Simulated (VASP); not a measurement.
Here is a VASP 6.6.1 calculation.

POSCAR

```
SnO
1.0
    3.8205591358     -0.0000144305      0.0000000000
    0.0000145020      3.8205591358      0.0000000000
    0.0000000000      0.0000000000     30.6349243850
Sn O
2 2
Direct
    0.7499972365      0.2500027635      0.4614157227
    0.2499972364      0.7500027635      0.5385842773
    0.2499972364      0.2500027636      0.5000000000
    0.7499972365      0.7500027636      0.5000000000
```

File INCAR.step1:

```
SYSTEM = SnO
ALGO = Normal
DIPOL = 0.5 0.5 0.500
EDIFF = 1E-4
ENCUT = 520
GGA = PE
IDIPOL = 3
ISMEAR = 0
LASPH = .TRUE.
LCHARG = .FALSE.
LDIPOL = .TRUE.
LREAL = .FALSE.
LWAVE = .TRUE.
NBANDS = 28
NELM = 60
PREC = Accurate
SIGMA = 0.02
```

Contents of INCAR.step2:

```
SYSTEM = SnO
ALGO = Normal
DIPOL = 0.5 0.5 0.500
EDIFF = 1E-7
ENCUT = 520
IDIPOL = 3
ISIF = 2
ISMEAR = 0
ISTART = 1
LASPH = .TRUE.
LCHARG = .TRUE.
LDIPOL = .TRUE.
LELF = .TRUE.
LMIXTAU = .TRUE.
LREAL = .FALSE.
LVACPOTAV = .TRUE.
LVHAR = .TRUE.
LWAVE = .FALSE.
METAGGA = R2SCAN
NBANDS = 28
NELM = 60
PREC = Accurate
SIGMA = 0.02
```

The input KPOINTS:

```
k-points
0
G
  6 6 1
  0 0 0
```

Potentials or basis: VASP PAW PBE potentials, release 64 (Sn_d, O).

The run is started by

```console
$ cat potpaw_PBE.64/Sn_d/POTCAR potpaw_PBE.64/O/POTCAR > POTCAR
$ cp INCAR.step1 INCAR
$ mpirun -np 1 vasp_std > vasp.out
$ cp INCAR.step2 INCAR
$ mpirun -np 1 vasp_std > vasp.out
```

Q: What does it give for the ionisation potential of the upper face?

A: 5.71 eV.

Q: Predict the largest force.

A: 0.351 eV/Å.

Forces on the atoms (eV/Å):
```
Sn   0.000  0.000  0.351
Sn   0.000  0.000 -0.351
O    0.000  0.000  0.000
O    0.000  0.000  0.000
```

Caveat: the PAW data sets were made with another functional, which shifts forces and pressure a little.
